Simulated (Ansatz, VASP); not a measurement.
## Two plane-wave programs on Al2Cu

```
Al Cu
1.0
    -1.95791    1.95791    2.78785
     1.95791   -1.95791    2.78785
     1.95791    1.95791   -2.78785
Al Cu
2 1
Cartesian
  0.0000 1.9579 1.3939
  1.9579 0.0000 1.3939
  0.0000 0.0000 2.7879
```

Alike in both runs: task single point; functional LDA; k mesh 14 × 14 × 14; occupations gaussian, width 0.15 eV; no spin polarisation.

|  | VASP | Ansatz |
| --- | --- | --- |
| version | VASP 6.6.1 | Ansatz 0.2.0 |
| potentials or method | VASP PAW LDA potentials, release 64 (Al, Cu), cutoff 520 eV | scalar-relativistic, plane waves, PAW |
| valence electrons in the cell | 17 | 25 |

```tsv
	VASP	Ansatz	Ansatz less VASP
gap on the k mesh at the Fermi level (eV)	none	none	-
pressure (GPa)	8.9	8.2	-0.66
traceless stress, the component that is largest in VASP (GPa)	-0.56	-0.56	+0.001
```

Ansatz warns that its potentials were made for another functional, while VASP's fit it. LDA's correlation is that of Perdew and Zunger in VASP and of Perdew and Wang (1992) in Ansatz. A gap of «none» marks a metal or a gap that the smearing closes. VASP's potentials hold 17 valence electrons a cell and Ansatz's 25, so a difference there can come from the potentials and not from the codes.
